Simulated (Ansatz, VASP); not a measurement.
**One calculation of CdSe, two programs**

```
Cd Se
1.0
     0.03074    3.04140    3.01066
     3.04140    0.03074    3.01066
     3.07213    3.07213    0.00000
Cd Se
1 1
Direct
  0.00201 0.00201 0.99799
  0.24799 0.24799 0.25201
```

Change from the starting cell: strained cell.

Alike in both runs: task relaxation of the atoms; functional PBEsol; k mesh 8 × 8 × 8; occupations gaussian, width 0.02 eV; no spin polarisation.

```csv
,VASP,Ansatz
version,VASP 6.6.1,Ansatz 0.2.0
potentials or method,"VASP PAW PBE potentials, release 64 (Cd, Se), cutoff 450 eV","scalar-relativistic, plane waves, PAW"
valence electrons in the cell,18,36
```

```tsv
	VASP	Ansatz	Ansatz less VASP
gap on the k mesh at the Fermi level, each at its own relaxed structure (eV)	0.46	0.46	-0.002
```

VASP's potentials were made for PBE, not for PBEsol, and Ansatz warns of the same on its side. VASP's potentials hold 18 valence electrons a cell and Ansatz's 36, so a difference there can come from the potentials and not from the codes. Ansatz's warnings: stress scf threshold loose.
